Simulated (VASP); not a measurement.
# GaN (P6_3mc) in VASP: a series of runs

GaN is run at these levels: PBE, r2SCAN; tasks: single point.

Everything below comes from runs of VASP 6.6.1. Logs are shortened: lines on timing, memory, paths and dates and some standing lists are left out, and cuts for length are marked.

## 1. The cell of the first run

Symmetry: P6_3mc, No. 186, hexagonal system. The conventional cell has a = 3.183 Å, b = 3.183 Å, c = 4.909 Å, α = 90.00°, β = 90.00°, γ = 120.00°. Ga (site symmetry 3m) has 4 N at 1.91 to 1.92 Å within 2.5 Å. N (site symmetry 3m) has 4 Ga at 1.91 to 1.92 Å within 2.5 Å.

## 2. Single point, PBE (uniaxial z strain -5.3%)

File INCAR:

```
ALGO = Normal
EDIFF = 1E-7
ENCUT = 520
GGA = PE
ISIF = 2
ISMEAR = -1
LASPH = T
LCHARG = F
LREAL = F
LWAVE = F
NBANDS = 26
NELM = 60
PREC = Accurate
SIGMA = 0.02
```

File KPOINTS:

```
k-points
0
Gamma
  12 12 6
```

File POSCAR:

```
GaN
1.0
    3.1831496006      0.0000000000      0.0000000000
   -1.5915748003      2.7566884182      0.0000000000
    0.0000000000      0.0000000000      4.9094119142
Ga N
2 2
Direct
    0.3333333333      0.6666666667     -0.0065506954
    0.6666666667      0.3333333333      0.4934493046
    0.3333333333      0.6666666667      0.3815506954
    0.6666666667      0.3333333333      0.8815506954
```

Potentials or basis: VASP PAW PBE potentials, release 64 (Ga_d, N).

Launch:

```
cat potpaw_PBE.64/Ga_d/POTCAR potpaw_PBE.64/N/POTCAR > POTCAR
mpirun -np 1 vasp_std > vasp.out
```

OUTCAR:

```text
EDIFF = 1E-7
   ENCUT = 520
   GGA = PE
   ISIF = 2
   ISMEAR = -1
   LASPH = T
   LREAL = F
   NELM = 60
   PREC = Accurate

 ion  position               nearest neighbor table
   1  0.333  0.667  0.993-   3 1.91   4 1.92   4 1.92   4 1.92
   2  0.667  0.333  0.493-   4 1.91   3 1.92   3 1.92   3 1.92
   3  0.333  0.667  0.382-   1 1.91   2 1.92   2 1.92   2 1.92
   4  0.667  0.333  0.882-   2 1.91   1 1.92   1 1.92   1 1.92

  LATTYP: Found a hexagonal cell.
 ALAT       =     3.1831496006
 C/A-ratio  =     1.5423126558

  Lattice vectors:

 A1 = (   3.1831496006,   0.0000000000,   0.0000000000)
 A2 = (  -1.5915748003,   2.7566884182,   0.0000000000)
 A3 = (   0.0000000000,   0.0000000000,   4.9094119142)

Analysis of symmetry for initial positions (statically):
=====================================================================
 Subroutine PRICEL returns:
 Original cell was already a primitive cell.

 Routine SETGRP: Setting up the symmetry group for a
 hexagonal supercell.

 Subroutine GETGRP returns: Found 12 space group operations
 (whereof  6 operations were pure point group operations)
 out of a pool of 24 trial point group operations.

The static configuration has the point symmetry C_3v.
 The point group associated with its full space group is C_6v.

Analysis of symmetry for dynamics (positions and initial velocities):
=====================================================================
 Subroutine PRICEL returns:
 Original cell was already a primitive cell.

 Routine SETGRP: Setting up the symmetry group for a
 hexagonal supercell.

 Subroutine GETGRP returns: Found 12 space group operations
 (whereof  6 operations were pure point group operations)
 out of a pool of 24 trial point group operations.

The dynamic configuration has the point symmetry C_3v.
 The point group associated with its full space group is C_6v.

 Subroutine INISYM returns: Found 12 space group operations
 (whereof  6 operations are pure point group operations),
 and found     1 'primitive' translations

----------------------------------------------------------------------------------------

                                     Primitive cell

  volume of cell :      43.0799

  direct lattice vectors                    reciprocal lattice vectors
[... 83 lines left out ...]
   ISTART =      0    job   : 0-new  1-cont  2-samecut
   ICHARG =      2    charge: 1-file 2-atom 10-const
   ISPIN  =      1    spin polarized calculation?
   LNONCOLLINEAR =      F non collinear calculations
   LSORBIT =      F    spin-orbit coupling
   LASPH  =      T    aspherical Exc in radial PAW
   ENCUT  =  520.0 eV  38.22 Ry    6.18 a.u.   5.92  5.92  9.13*2*pi/ulx,y,z
   NELM   =     60;   NELMIN=  2; NELMDL= -5     # of ELM steps
   EDIFF  = 0.1E-06   stopping-criterion for ELM
   LREAL  =      F    real-space projection
   EDIFFG = 0.1E-05   stopping-criterion for IOM
   NSW    =      0    number of steps for IOM
   IBRION =     -1    ionic relax: 0-MD 1-quasi-New 2-CG
   NFREE  =      0    steps in history (QN), initial steepest desc. (CG)
   ISIF   =      2    stress and relaxation
   ISYM   =      2    0-nonsym 1-usesym 2-fastsym
   POTIM  = 0.5000    time-step for ionic-motion
   TEBEG  =    0.0;   TEEND  =   0.0 temperature during run
   PSTRESS=    0.0 pullay stress
   NELECT =      36.0000    total number of electrons
   NUPDOWN=      -1.0000    fix difference up-down
   EMIN   =  10.00;   EMAX   =-10.00  energy-range for DOS
   EFERMI =   0.00;   METHOD = LEGACY
   ISMEAR =    -1;   SIGMA  =   0.02  broadening in eV -4-tet -1-fermi 0-gaus
   EFERMI_NEDOS =   21; number of points for ismear=-14 and -15
   IALGO  =     38    algorithm
   IMIX   =      4    mixing-type and parameters
     AMIX     =   0.40;   BMIX     =  1.00
     AMIX_MAG =   1.60;   BMIX_MAG =  1.00
  volume/ion in A,a.u.               =      10.77        72.68
  Fermi-wavevector in a.u.,A,eV,Ry     =   1.542000  2.913957 32.351427  2.377763
  Thomas-Fermi vector in A             =   2.647866
   LORBIT       =      0    0 simple, 1 ext, 2 COOP (PROOUT), +10 PAW based schemes
   GGA     = PE    functional components
   LHFCALC =     F    Hartree Fock is set to
   AEXX    =    0.0000 exact exchange contribution
   IVDW    =     0    specifies the selected vdW correction
   LEPSILON=     F    determine dielectric tensor
   LRPA    =     F    only Hartree local field effects (RPA)
 non-spin polarized calculation
  energy-cutoff  :      520.00
  volume of cell :       43.08
 maximum number of plane-waves:      1175
 NGX is ok and might be reduce to    24
   NGX = 11   NGY = 11   NGZ = 19

 number of electron      36.0000014 magnetization

 Free energy of the ion-electron system (eV)
  ---------------------------------------------------
  ext. energy  EPLUGINS =         0.00000000
  ---------------------------------------------------
  free energy    TOTEN  =       -24.03948689 eV

  energy without entropy =      -24.03948689  energy(sigma->0) =      -24.03948689

 E-fermi :   6.5568     XC(G=0): -11.9854

 val. band max:        6.1405073259   @ k =   0.0000   0.0000   0.0000
 cond. band min:       8.3313942997   @ k =   0.0000   0.0000   0.0000
 fundamental gap:      2.1908869738
 Fermi energy:         6.5568235106

 k-point     1 :       0.0000    0.0000    0.0000
  band No.  band energies     occupation
      1     -10.5184      2.00000
      2      -9.3732      2.00000
      3      -7.5008      2.00000
      4      -7.5008      2.00000
      5      -7.4873      2.00000
      6      -7.4230      2.00000
[... 685 lines left out ...]
     25      17.6137      0.00000
     26      19.4262      0.00000

 [... further k-points ...]
[... 5 lines left out ...]
  --------------------------------------------------------------------------------------
  -------------------------------------------------------------------------------------
  Total        3.5222999      3.5222999      7.6113225      0.0000000      0.0000000      0.0000000
  in kB      130.9974113    130.9974113    283.0717323      0.0000000      0.0000000      0.0000000
  external PRESSURE =     181.6888516 kB  Pullay stress =       0.0000000 kB

 VOLUME and BASIS-vectors are now :
 -----------------------------------------------------------------------------
  energy-cutoff  :      520.00
  volume of cell :       43.08
      direct lattice vectors                 reciprocal lattice vectors
     3.183149601  0.000000000  0.000000000     0.314154258  0.181377045  0.000000000
    -1.591574800  2.756688418  0.000000000     0.000000000  0.362754091  0.000000000
     0.000000000  0.000000000  4.909411914     0.000000000  0.000000000  0.203690384

 POSITION                                       TOTAL-FORCE (eV/Angst)
 -----------------------------------------------------------------------------------
     -0.00000      1.83779      4.87725        -0.000000      0.000000     -0.027996
      1.59157      0.91890      2.42255        -0.000000      0.000000     -0.027996
     -0.00000      1.83779      1.87319         0.000000      0.000000      0.027996
      1.59157      0.91890      4.32790        -0.000000      0.000000      0.027996
 -----------------------------------------------------------------------------------
    total drift:                               -0.000000     -0.000000      0.000172

  FREE ENERGIE OF THE ION-ELECTRON SYSTEM (eV)
  ---------------------------------------------------
  free  energy   TOTEN  =       -24.0394868937 eV

  energy  without entropy=      -24.0394868937  energy(sigma->0) =      -24.03948689
```

stdout:

```text
POSCAR found type information on POSCAR GaN
 POSCAR found :  2 types and       4 ions
 scaLAPACK will be used
 LDA part: xc-table for (Slater+PW92), standard interpolation
 POSCAR, INCAR and KPOINTS ok, starting setup
 FFT: planning ... GRIDC
 FFT: planning ... GRID_SOFT
 FFT: planning ... GRID
 WAVECAR not read
 entering main loop
```

Wall time 26 s (1 thread of Intel Xeon 6975P-C (Granite Rapids), shared host); peak memory 0.2 GiB.

What came out:

```
Free energy            : -24.0395 eV
Pressure               : 18.2 GPa
Largest force          : 0.028 eV/Å
Band gap on the k mesh : 2.19 eV
```

Forces in eV/Å, atoms in the order of the input:
```
Ga   0.000  0.000 -0.028
Ga   0.000  0.000 -0.028
N    0.000  0.000  0.028
N    0.000  0.000  0.028
```

Stress tensor (GPa, compression positive):
```
13.10  0.00  0.00
 0.00 13.10  0.00
 0.00  0.00 28.31
```

Levels at points of the mesh, in eV from the valence-band top:
| k point | band 15 | band 16 | band 17 | band 18 | band 19 | band 20 | band 21 | band 22 |
| --- | --- | --- | --- | --- | --- | --- | --- | --- |
| (0.00, 0.00, 0.00) | -1.52 | -0.26 | -0.26 | 0.00 | 2.19 | 3.85 | 9.57 | 9.57 |
| (0.50, 0.00, 0.00) | -4.54 | -3.37 | -2.41 | -1.29 | 4.65 | 5.78 | 6.47 | 8.97 |
| (0.00, 0.00, 0.50) | -0.90 | -0.90 | -0.90 | -0.90 | 4.27 | 4.27 | 8.84 | 8.84 |
| (0.50, 0.00, 0.50) | -2.42 | -2.42 | -1.86 | -1.86 | 4.56 | 4.56 | 8.01 | 8.01 |

Caveat: the cell differs from its parent crystal (uniaxial z strain -5.3%); the cell stands under pressure.

[end of part 1 of 2]
